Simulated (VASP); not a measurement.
# Al2Cu (P2/m) in VASP: a series of runs

The runs below take Al2Cu through single point, with PBE.

All numbers are computed with VASP 6.6.1; they aren't measurements. Logs are shortened: lines on timing, memory, paths and dates and some standing lists are left out, and cuts for length are marked.

### 1 The cell of the first run

It takes space group P2/m (No. 10, monoclinic). The conventional cell has a = 2.790 Å, b = 2.931 Å, c = 5.754 Å, α = 90.00°, β = 102.86°, γ = 90.00°. Al (site symmetry m) has 4 Cu at 2.58 to 2.60 Å and 7 Al at 2.72 to 3.23 Å within 3.4 Å. Cu (site symmetry 2/m) has 8 Al at 2.58 to 2.60 Å and 4 Cu at 2.79 to 2.93 Å within 3.4 Å.

### 2 Single point, PBE

INCAR reads:

```
PREC     = Accurate       # precision mode
ENCUT    = 520            # plane-wave cutoff, eV
EDIFF    = 1E-6           # SCF threshold, eV
ISMEAR   = 0              # smearing method
SIGMA    = 0.1            # smearing width, eV
LREAL    = F              # projectors in reciprocal space
LASPH    = T              # aspherical terms in the spheres
NELM     = 60             # most SCF steps
ALGO     = Normal         # electronic algorithm
ISIF     = 2              # what is computed and relaxed
LWAVE    = F              # write WAVECAR
LCHARG   = T              # write CHGCAR
GGA      = PE             # functional
LELF     = T              # ELF
LVHAR    = T            
NBANDS   = 16             # bands
```

KPOINTS reads:

```
regular mesh
0
Gamma
  6 6 4
```

POSCAR reads:

```
Al2Cu
1.0
    2.7891366991      0.0000000000     -0.0515649393
    0.0000000000      2.9306346744      0.0000000000
   -1.1768804195      0.0000000000      5.6323722382
Al Cu
2 1
Direct
    0.6388657673      0.5000000000      0.2877450520
    0.3611342327      0.5000000000      0.7122549480
    0.0000000000      0.0000000000      0.0000000000
```

Potentials or basis: VASP PAW PBE potentials, release 64 (Al, Cu).

Command:

```console
$ cat potpaw_PBE.64/Al/POTCAR potpaw_PBE.64/Cu/POTCAR > POTCAR
$ mpirun -np 1 vasp_std > vasp.out
```

OUTCAR:

```text
PREC = Accurate
   ENCUT = 520
   EDIFF = 1E-6
   ISMEAR = 0
   LREAL = F
   LASPH = T
   NELM = 60
   ISIF = 2
   GGA = PE

 ion  position               nearest neighbor table
   1  0.639  0.500  0.288-   3 2.58   3 2.58   3 2.60   3 2.60   2 2.72   2 2.80   2 3.23
   2  0.361  0.500  0.712-   3 2.58   3 2.58   3 2.60   3 2.60   1 2.72   1 2.80   1 3.23
   3  0.000  0.000  0.000-   1 2.58   2 2.58   1 2.58   2 2.58   1 2.60   1 2.60   2 2.60   2 2.60

  LATTYP: Found a simple monoclinic cell.
 ALAT       =     2.7896133189
 B/A-ratio  =     1.0505522950
 C/A-ratio  =     2.0626560927
 COS(beta)  =    -0.2225910193

  Lattice vectors:

 A1 = (   2.7891366991,   0.0000000000,  -0.0515649393)
 A2 = (   0.0000000000,   2.9306346744,   0.0000000000)
 A3 = (  -1.1768804195,   0.0000000000,   5.6323722382)

Analysis of symmetry for initial positions (statically):
=====================================================================
 Subroutine PRICEL returns:
 Original cell was already a primitive cell.

 Routine SETGRP: Setting up the symmetry group for a
 simple monoclinic supercell.

 Subroutine GETGRP returns: Found  4 space group operations
 (whereof  4 operations were pure point group operations)
 out of a pool of  4 trial point group operations.

The static configuration has the point symmetry C_2h.

Analysis of symmetry for dynamics (positions and initial velocities):
=====================================================================
 Subroutine PRICEL returns:
 Original cell was already a primitive cell.

 Routine SETGRP: Setting up the symmetry group for a
 simple monoclinic supercell.

 Subroutine GETGRP returns: Found  4 space group operations
 (whereof  4 operations were pure point group operations)
 out of a pool of  4 trial point group operations.

The dynamic configuration has the point symmetry C_2h.

 Subroutine INISYM returns: Found  4 space group operations
 (whereof  4 operations are pure point group operations),
 and found     1 'primitive' translations

----------------------------------------------------------------------------------------

                                     Primitive cell

  volume of cell :      45.8608

  direct lattice vectors                    reciprocal lattice vectors
     2.789136699  0.000000000 -0.051564939     0.359924270  0.000000000  0.075205936
     0.000000000  2.930634674  0.000000000     0.000000000  0.341223015  0.000000000
    -1.176880419  0.000000000  5.632372238     0.003295143  0.000000000  0.178233602

  length of vectors
     2.789613319  2.930634674  5.754012909     0.367697447  0.341223015  0.178264059

  position of ions in fractional coordinates (direct lattice)
     0.638865767  0.500000000  0.287745052
     0.361134233  0.500000000  0.712254948
     0.000000000  0.000000000  0.000000000

  ion indices of the primitive-cell ions
   primitive index   ion index
                 1           1
                 2           2
                 3           3

----------------------------------------------------------------------------------------

 KPOINTS: regular mesh

Automatic generation of k-mesh.
 Grid dimensions read from file:
 generate k-points for:    6    6    4

 Generating k-lattice:

  Cartesian coordinates                     Fractional coordinates (reciprocal lattice)
     0.059987378  0.000000000  0.012534323     0.166666667  0.000000000  0.000000000
     0.000000000  0.056870503  0.000000000     0.000000000  0.166666667  0.000000000
     0.000823786  0.000000000  0.044558400     0.000000000  0.000000000  0.250000000

  Length of vectors
     0.061282908  0.056870503  0.044566015

  Shift w.r.t. Gamma in fractional coordinates (k-lattice)
     0.000000000  0.000000000  0.000000000

 Subroutine IBZKPT returns following result:
 ===========================================

 Found     56 irreducible k-points:

 Following reciprocal coordinates:
            Coordinates               Weight
  0.000000  0.000000  0.000000      1.000000
  0.166667  0.000000  0.000000      2.000000
  0.333333  0.000000 -0.000000      2.000000
  0.500000  0.000000 -0.000000      1.000000
  0.000000  0.166667  0.000000      2.000000
  0.166667  0.166667  0.000000      4.000000
[... 16 lines left out ...]
  0.000000  0.166667  0.250000      4.000000
  0.166667  0.166667  0.250000      4.000000
 [... further k-points ...]
   k-points           NKPTS =     56   k-points in BZ     NKDIM =     56   number of bands    NBANDS=     16
   number of dos      NEDOS =    301   number of ions     NIONS =      3
   total plane-waves  NPLWV =  27648
   dimension x,y,z NGX =    24 NGY =   24 NGZ =   48
   dimension x,y,z NGXF=    48 NGYF=   48 NGZF=   96
   ions per type =               2   1
   NGX,Y,Z   is equivalent  to a cutoff of  14.30, 13.61, 13.87 a.u.
   NGXF,Y,Z  is equivalent  to a cutoff of  28.61, 27.23, 27.74 a.u.
 SYSTEM =  unknown system
   PREC   = accura    normal or accurate (medium, high low for compatibility)
   ISTART =      0    job   : 0-new  1-cont  2-samecut
   ICHARG =      2    charge: 1-file 2-atom 10-const
   ISPIN  =      1    spin polarized calculation?
   LNONCOLLINEAR =      F non collinear calculations
   LSORBIT =      F    spin-orbit coupling
   LASPH  =      T    aspherical Exc in radial PAW
   ENCUT  =  520.0 eV  38.22 Ry    6.18 a.u.   5.19  5.45 10.70*2*pi/ulx,y,z
   NELM   =     60;   NELMIN=  2; NELMDL= -5     # of ELM steps
   EDIFF  = 0.1E-05   stopping-criterion for ELM
   LREAL  =      F    real-space projection
   EDIFFG = 0.1E-04   stopping-criterion for IOM
   NSW    =      0    number of steps for IOM
   IBRION =     -1    ionic relax: 0-MD 1-quasi-New 2-CG
   NFREE  =      0    steps in history (QN), initial steepest desc. (CG)
   ISIF   =      2    stress and relaxation
   ISYM   =      2    0-nonsym 1-usesym 2-fastsym
   POTIM  = 0.5000    time-step for ionic-motion
   TEBEG  =    0.0;   TEEND  =   0.0 temperature during run
   PSTRESS=    0.0 pullay stress
   NELECT =      17.0000    total number of electrons
   NUPDOWN=      -1.0000    fix difference up-down
   EMIN   =  10.00;   EMAX   =-10.00  energy-range for DOS
   EFERMI =   0.00;   METHOD = LEGACY
   ISMEAR =     0;   SIGMA  =   0.10  broadening in eV -4-tet -1-fermi 0-gaus
   EFERMI_NEDOS =   21; number of points for ismear=-14 and -15
   IALGO  =     38    algorithm
   IMIX   =      4    mixing-type and parameters
     AMIX     =   0.40;   BMIX     =  1.00
     AMIX_MAG =   1.60;   BMIX_MAG =  1.00
  volume/ion in A,a.u.               =      15.29       103.16
  Fermi-wavevector in a.u.,A,eV,Ry     =   1.176009  2.222334 18.816807  1.382996
  Thomas-Fermi vector in A             =   2.312380
   LORBIT       =      0    0 simple, 1 ext, 2 COOP (PROOUT), +10 PAW based schemes
   GGA     = PE    functional components
   LHFCALC =     F    Hartree Fock is set to
   AEXX    =    0.0000 exact exchange contribution
   IVDW    =     0    specifies the selected vdW correction
   LEPSILON=     F    determine dielectric tensor
   LRPA    =     F    only Hartree local field effects (RPA)
 non-spin polarized calculation
 Gauss-broadening in eV      SIGMA  =   0.10
  energy-cutoff  :      520.00
  volume of cell :       45.86
 maximum number of plane-waves:      1252
 NGX is ok and might be reduce to    24
   NGX = 11   NGY = 11   NGZ = 21

 number of electron      17.0000002 magnetization

 Free energy of the ion-electron system (eV)
  ---------------------------------------------------
  ext. energy  EPLUGINS =         0.00000000
  ---------------------------------------------------
  free energy    TOTEN  =       -11.53032591 eV

  energy without entropy =      -11.52469264  energy(sigma->0) =      -11.52750927

 E-fermi :   7.5997     XC(G=0): -10.7211

 val. band max:        7.5930114444   @ k =   0.3333   0.5000  -0.0000
 cond. band min:       7.6021842171   @ k =  -0.3333   0.1667   0.2500
 fundamental gap:      0.0091727727
 Fermi energy:         7.5997319165

 k-point     1 :       0.0000    0.0000    0.0000
  band No.  band energies     occupation
      1      -2.9619      2.00000
      2       1.4164      2.00000
      3       1.6401      2.00000
      4       3.2777      2.00000
      5       3.9751      2.00000
      6       4.1188      2.00000
[... 8 lines left out ...]
     15      16.6039      0.00000
     16      17.5924      0.00000

 k-point     2 :       0.1667    0.0000    0.0000
  band No.  band energies     occupation
      1      -2.3990      2.00000
      2       1.3536      2.00000
      3       2.4561      2.00000
      4       3.3794      2.00000
      5       4.0040      2.00000
      6       4.0841      2.00000
[... 8 lines left out ...]
     15      18.1045      0.00000
     16      18.5723      0.00000

 k-point     3 :       0.3333    0.0000   -0.0000
  band No.  band energies     occupation
      1      -0.7515      2.00000
      2       1.9558      2.00000
      3       3.2395      2.00000
      4       3.5055      2.00000
      5       3.9905      2.00000
      6       4.0291      2.00000
[... 8 lines left out ...]
     15      18.3288      0.00000
     16      19.5928      0.00000

 k-point     4 :       0.5000    0.0000   -0.0000
  band No.  band energies     occupation
      1       1.6117      2.00000
      2       1.8971      2.00000
      3       2.4752      2.00000
      4       3.6104      2.00000
      5       3.8677      2.00000
      6       4.0929      2.00000
[... 8 lines left out ...]
     15      18.0746      0.00000
     16      19.6576      0.00000
[... 324 lines left out ...]
 k-point    22 :      -0.1667    0.0000    0.2500
  band No.  band energies     occupation
      1      -2.2878      2.00000
      2       0.6833      2.00000
      3       2.9289      2.00000
      4       3.3797      2.00000
      5       4.0032      2.00000
      6       4.0048      2.00000
[... 8 lines left out ...]
     15      18.2768      0.00000
     16      18.8431      0.00000

 k-point    23 :       0.0000    0.1667    0.2500
  band No.  band energies     occupation
      1      -2.1958      2.00000
      2       0.1203      2.00000
      3       3.1278      2.00000
      4       3.3431      2.00000
      5       3.8637      2.00000
      6       4.1382      2.00000
[... 8 lines left out ...]
     15      17.8734      0.00000
     16      18.9144      0.00000

 k-point    24 :       0.1667    0.1667    0.2500
  band No.  band energies     occupation
      1      -1.4739      2.00000
      2       0.1366      2.00000
      3       3.4122      2.00000
      4       3.4637      2.00000
      5       3.8259      2.00000
      6       3.9642      2.00000
[... 8 lines left out ...]
     15      17.7140      0.00000
     16      20.6675      0.00000

 [... further k-points ...]

------------------------ aborting loop because EDIFF is reached ----------------------------------------

  FORCE on cell =-STRESS in cart. coord.  units (eV):
  Direction    XX          YY          ZZ          XY          YZ          ZX
  --------------------------------------------------------------------------------------
  -------------------------------------------------------------------------------------
  Total        0.0511171      0.0470373      0.1001810      0.0000000      0.0000000     -0.0231204
  in kB        1.7858093      1.6432795      3.4998885      0.0000000      0.0000000     -0.8077260
  external PRESSURE =       2.3096591 kB  Pullay stress =       0.0000000 kB

 VOLUME and BASIS-vectors are now :
 -----------------------------------------------------------------------------
  energy-cutoff  :      520.00
  volume of cell :       45.86
      direct lattice vectors                 reciprocal lattice vectors
     2.789136699  0.000000000 -0.051564939     0.359924270  0.000000000  0.075205936
     0.000000000  2.930634674  0.000000000     0.000000000  0.341223015  0.000000000
    -1.176880419  0.000000000  5.632372238     0.003295143  0.000000000  0.178233602

 POSITION                                       TOTAL-FORCE (eV/Angst)
 -----------------------------------------------------------------------------------
      1.44324      1.46532      1.58774        -0.002820      0.000000      0.018356
      0.16901      1.46532      3.99306         0.002820     -0.000000     -0.018356
      0.00000      0.00000      0.00000         0.000000     -0.000000      0.000000
 -----------------------------------------------------------------------------------
    total drift:                               -0.000000      0.000000     -0.000000

  FREE ENERGIE OF THE ION-ELECTRON SYSTEM (eV)
  ---------------------------------------------------
  free  energy   TOTEN  =       -11.5303259085 eV

  energy  without entropy=      -11.5246926373  energy(sigma->0) =      -11.52750927
```

Wall time 20 s (1 thread of Intel Xeon Platinum 8559C (Emerald Rapids), shared host); peak memory 0.19 GiB.

What came out:

* Free energy: -11.5303 eV
* Pressure: 0.2 GPa
* Largest force: 0.019 eV/Å
* Band gap on the k mesh: zero (an odd number of electrons rules out a gap without spin polarisation)

Forces on the atoms (eV/Å):
```
Al  -0.003  0.000  0.018
Al   0.003  0.000 -0.018
Cu   0.000  0.000  0.000
```

Stress tensor (GPa, compression positive):
```
 0.18  0.00 -0.08
 0.00  0.16  0.00
-0.08  0.00  0.35
```

Levels at points of the mesh, in eV from the Fermi level:
```
           k point  band 7  band 8  band 9  band 10  band 11  band 12
(0.00, 0.00, 0.00)   -3.32   -3.20    5.50     6.91     7.25     7.92
(0.50, 0.00, 0.00)   -3.39   -2.61   -1.19     0.81     2.55     7.78
(0.00, 0.50, 0.00)   -2.67   -2.36   -2.01     0.10     0.68    10.29
(0.50, 0.50, 0.00)   -1.64   -0.60    0.68     1.30     2.00     2.21
(0.00, 0.00, 0.50)   -3.20   -0.81    1.64     6.34     7.17     7.23
(0.50, 0.00, 0.50)   -3.51   -2.67   -1.45     1.33     2.92     7.37
(0.00, 0.50, 0.50)   -3.41   -3.41   -2.39     4.04     4.09     4.45
(0.50, 0.50, 0.50)   -1.56   -0.53    0.68     0.91     1.84     2.12
```

Caveat: the k points lie up to 0.39 Å⁻¹ apart, too coarse for converged energies and pressures of a metal.

### 3 Single point, PBE

This run uses another cell than the first one, of 15.21 Å³/atom.

INCAR reads:

```
  PREC = Accurate
  ENCUT = 520
  EDIFF = 1E-6
  ISMEAR = 0
  SIGMA = 0.1
  LREAL = F
  LASPH = T
  NELM = 100
  ALGO = Fast
  ISIF = 2
  LWAVE = F
  LCHARG = F
  GGA = PE
  NBANDS = 16
```

KPOINTS reads:

```
Automatic mesh
0
Gamma
  16 16 8
```

POSCAR reads:

```
Al2Cu
1.0
    2.8026530383      0.0000000000     -0.0462267865
    0.0000000000      2.8358683119      0.0000000000
   -1.3797363225      0.0000000000      5.7626116544
Al Cu
2 1
Direct
    0.6488301852      0.5000000000      0.2911935971
    0.3511698148      0.5000000000      0.7088064029
    0.0000000000      0.0000000000      0.0000000000
```

Potentials or basis: VASP PAW PBE potentials, release 64 (Al, Cu).

Command:

```console
$ cat potpaw_PBE.64/Al/POTCAR potpaw_PBE.64/Cu/POTCAR > POTCAR
$ mpirun -np 1 vasp_std > vasp.out
```

OUTCAR:

```text
PREC = Accurate
   ENCUT = 520
   EDIFF = 1E-6
   ISMEAR = 0
   LREAL = F
   LASPH = T
   NELM = 100
   ISIF = 2
   GGA = PE

 ion  position               nearest neighbor table
   1  0.649  0.500  0.291-   3 2.59   3 2.59   3 2.61   3 2.61   2 2.75   2 2.80   2 3.34
   2  0.351  0.500  0.709-   3 2.59   3 2.59   3 2.61   3 2.61   1 2.75   1 2.80   1 3.34
   3  0.000  0.000  0.000-   1 2.59   1 2.59   2 2.59   2 2.59   1 2.61   2 2.61   1 2.61   2 2.61

  LATTYP: Found a simple monoclinic cell.
 ALAT       =     2.8030342433
 B/A-ratio  =     1.0117137594
[... 653 lines left out ...]

  FORCE on cell =-STRESS in cart. coord.  units (eV):
  Direction    XX          YY          ZZ          XY          YZ          ZX
  --------------------------------------------------------------------------------------
  -------------------------------------------------------------------------------------
  Total        0.0529214      0.0356984      0.0646787      0.0000000      0.0000000      0.0000360
  in kB        1.8585988      1.2537268      2.2715140      0.0000000      0.0000000      0.0012657
  external PRESSURE =       1.7946132 kB  Pullay stress =       0.0000000 kB

 VOLUME and BASIS-vectors are now :
 -----------------------------------------------------------------------------
  energy-cutoff  :      520.00
  volume of cell :       45.62
      direct lattice vectors                 reciprocal lattice vectors
     2.802653038  0.000000000 -0.046226786     0.358219434  0.000000000  0.085768119
     0.000000000  2.835868312  0.000000000     0.000000000  0.352625683  0.000000000
    -1.379736322  0.000000000  5.762611654     0.002873581  0.000000000  0.174220448

 POSITION                                       TOTAL-FORCE (eV/Angst)
 -----------------------------------------------------------------------------------
      1.41668      1.41793      1.64804        -0.000460      0.000000      0.021365
      0.00624      1.41793      4.06834         0.000460     -0.000000     -0.021365
      0.00000      0.00000      0.00000        -0.000000      0.000000      0.000000
 -----------------------------------------------------------------------------------
    total drift:                               -0.000000      0.000000     -0.000000

  FREE ENERGIE OF THE ION-ELECTRON SYSTEM (eV)
  ---------------------------------------------------
  free  energy   TOTEN  =       -11.5374246691 eV

  energy  without entropy=      -11.5334759069  energy(sigma->0) =      -11.53545029
```

stdout:

```text
POSCAR found type information on POSCAR AlCu
 POSCAR found :  2 types and       3 ions
 scaLAPACK will be used
 LDA part: xc-table for (Slater+PW92), standard interpolation
 POSCAR, INCAR and KPOINTS ok, starting setup
 FFT: planning ... GRIDC
 FFT: planning ... GRID_SOFT
 FFT: planning ... GRID
 WAVECAR not read
 entering main loop
WARNING in EDDRMM: call to ZHEGV failed, returncode =   8  4     16
WARNING in EDDRMM: call to ZHEGV failed, returncode =   8  4     16
WARNING in EDDRMM: call to ZHEGV failed, returncode =   8  4     16
WARNING in EDDRMM: call to ZHEGV failed, returncode =   8  4     16
```

It took 4.7 min on 1 thread of Intel Xeon Platinum 8559C (Emerald Rapids), shared host; peak memory 0.51 GiB.

Results:

- Free energy: -11.5374 eV
- Pressure: 0.2 GPa
- Largest force: 0.021 eV/Å
- Band gap on the k mesh: zero (an odd number of electrons rules out a gap without spin polarisation)

Forces on the atoms (eV/Å):
```
Al   0.000  0.000  0.021
Al   0.000  0.000 -0.021
Cu   0.000  0.000  0.000
```

Stress tensor (GPa, compression positive):
```
0.19 0.00 0.00
0.00 0.13 0.00
0.00 0.00 0.23
```

Levels at points of the mesh, in eV from the Fermi level:
```tsv
k point	band 4	band 5	band 6	band 7	band 8	band 9	band 10	band 11	band 12	band 13
(0.00, 0.00, 0.00)	-4.44	-3.64	-3.59	-3.53	-3.25	6.30	6.51	7.02	7.72	7.89
(0.50, 0.00, 0.00)	-4.15	-3.82	-3.72	-3.54	-2.85	-1.68	0.74	2.35	6.84	7.87
(0.00, 0.50, 0.00)	-4.21	-3.68	-3.50	-2.66	-2.31	-2.26	0.05	0.53	10.05	10.25
(0.50, 0.50, 0.00)	-3.76	-2.89	-2.08	-1.63	-0.48	0.54	1.02	1.72	2.10	2.25
(0.00, 0.00, 0.50)	-4.44	-3.64	-3.59	-3.25	-1.38	1.05	6.89	7.36	7.69	7.71
(0.50, 0.00, 0.50)	-4.16	-3.72	-3.71	-3.54	-2.80	-1.54	0.42	2.12	7.12	8.24
(0.00, 0.50, 0.50)	-4.33	-4.05	-3.68	-3.50	-3.48	-2.29	3.83	3.93	4.00	5.57
(0.50, 0.50, 0.50)	-3.77	-2.89	-2.11	-1.68	-0.52	0.56	1.26	1.82	2.22	2.31
```
